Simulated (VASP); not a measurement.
Here is a VASP 6.6.1 calculation.

The input INCAR:

```
AGGAC = 1.0
AGGAX = 1.0
ALDAC = 0.0
ALDAX = 1.0
ALGO = Normal
EDIFF = 1E-6
ENCUT = 520
GGA = B5
ISIF = 2
ISMEAR = -1
LASPH = True
LCHARG = False
LREAL = False
LWAVE = False
NBANDS = 19
NELM = 60
PREC = Accurate
SIGMA = 0.1
```

KPOINTS

```
k-points
0
Gamma
  14 14 14
```

The input POSCAR:

```
Zr
1.0
    0.0000000000      3.3154908251      3.3154908251
    3.3154908251      0.0000000000      3.3154908251
    3.3154908251      3.3154908251      0.0000000000
Zr
2
Direct
    0.1250000000      0.1250000000      0.1250000000
    0.8750000000      0.8750000000      0.8750000000
```

Potentials or basis: VASP PAW PBE potentials, release 64 (Zr_sv).

Command:

```bash
$ cat potpaw_PBE.64/Zr_sv/POTCAR > POTCAR
$ mpirun -np 1 vasp_std > vasp.out
```

(1) What does it give for the band gap on the k mesh?

(2) What does it give for the pressure?

Answers

(1) zero (bands 12 and 13 overlap by 0.13 eV).

(2) -1.7 GPa.

Caveat: the PAW data sets were made with another functional, which shifts forces and pressure a little.
